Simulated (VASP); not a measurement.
The system is InP.

```
In P
1.0
     0.00000    3.10062    2.95381
     3.10062    0.00000    2.95381
     3.10062    3.10062    0.00000
In P
1 1
Direct
  0.00000 0.00000 0.00000
  0.25000 0.25000 0.25000
```

This cell differs from its parent crystal: biaxial xy strain +5.0%.

Base run:

- Program: VASP 6.6.1
- Functional: PBE
- Potentials or basis: VASP PAW PBE potentials, release 64 (In_d, P)
- Cutoff: 520 eV
- k mesh: 8 × 8 × 8
- Occupations: fermi-dirac, width 0.02 eV
- Spin: no spin polarisation

Its results: band gap on the k mesh 0.08 eV, direct; pressure -3.6 GPa.

The run is repeated on the same cell with these changes: functional from PBE to r2SCAN. What comes out?

Band gap on the k mesh 0.31 eV, direct; pressure -5.4 GPa.

r2SCAN gives the wider gap, since meta-GGAs in the generalised Kohn-Sham scheme recover part of the derivative discontinuity.

Caveats: spin-orbit coupling is left out, which moves the levels of the heavy elements; the PAW data sets were made with another functional, which shifts forces and pressure a little (some runs).

